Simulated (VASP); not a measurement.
**Si2Mo: single point with PBEsol**

Crystal: Si2Mo.

```xyz
3
Lattice="-1.5344 1.5344 3.7921 1.5344 -1.5344 3.7921 1.5344 1.5344 -3.7921" Properties=species:S:1:pos:R:3 pbc="T T T"
Mo    0.0000    0.0000    0.0000
Si    0.0000    0.0000    5.0542
Si    0.0000    0.0000    2.5301
```

| Item | Value |
| --- | --- |
| Program | VASP 6.6.1 |
| Task | single point |
| Functional | PBEsol |
| Potentials or basis | VASP PAW PBE potentials, release 64 (Mo_sv, Si) |
| Cutoff | 520 eV |
| k mesh | 12 × 12 × 12 |
| Occupations | fermi-dirac, width 0.05 eV |
| Spin | no spin polarisation |

```
Pressure               : 30.5 GPa
Largest force          : 0.008 eV/Å
Band gap on the k mesh : zero (bands 11 and 12 overlap by 1.04 eV)
```

Forces on the atoms (eV/Å):
```
Mo   0.000  0.000  0.000
Si   0.000  0.000  0.008
Si   0.000  0.000 -0.008
```

Levels at points of the mesh, in eV from the Fermi level:
| k point | band 9 | band 10 | band 11 | band 12 | band 13 | band 14 |
| --- | --- | --- | --- | --- | --- | --- |
| (0.00, 0.00, 0.00) | -2.98 | -2.98 | 0.48 | 2.63 | 3.94 | 4.02 |
| (0.50, 0.00, 0.00) | -3.09 | -2.89 | -0.68 | 2.71 | 3.31 | 4.41 |
| (0.50, 0.50, 0.00) | -4.96 | -3.65 | -1.12 | 2.79 | 3.28 | 3.48 |
| (0.50, 0.50, 0.50) | -0.72 | -0.72 | -0.44 | -0.44 | 0.65 | 5.04 |

It took 59 s on 1 thread of AMD EPYC 9R45 96-Core Processor (Zen 5) (shared host), peak memory 0.22 GiB.

Caveat: the cell stands under pressure; the PAW data sets were made with another functional, which shifts forces and pressure a little.
